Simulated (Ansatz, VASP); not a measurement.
## Two plane-wave programs on C

```
C
1.0
     0.00000    1.72476    1.72476
     1.72476    0.00000    1.72476
     1.72476    1.72476    0.00000
C
2
Direct
  0.50000 0.50000 0.50000
  0.75000 0.75000 0.75000
```

Alike in both runs: task single point; functional LDA; k mesh 12 × 12 × 12; occupations gaussian, width 0.02 eV; no spin polarisation.

|  | VASP | Ansatz |
| --- | --- | --- |
| version | VASP 6.6.1 | Ansatz 0.2.0 |
| potentials or method | VASP PAW LDA potentials, release 64 (C), cutoff 520 eV | scalar-relativistic, plane waves, PAW |
| valence electrons in the cell | 8 | 8 |

Ansatz gave:

```
gap on the k mesh at the Fermi level (eV) : 4.39
least direct gap on the mesh (eV)         : 5.82
pressure (GPa)                            : 37.5
```

**Question.** Estimate VASP's values.

**Answer.** gap on the k mesh at the Fermi level (eV): 4.38; least direct gap on the mesh (eV): 5.83; pressure (GPa): 39.5.

LDA's correlation is that of Perdew and Zunger in VASP and of Perdew and Wang (1992) in Ansatz. Both programs put the cell under a high pressure, so it lies far from rest at this level.
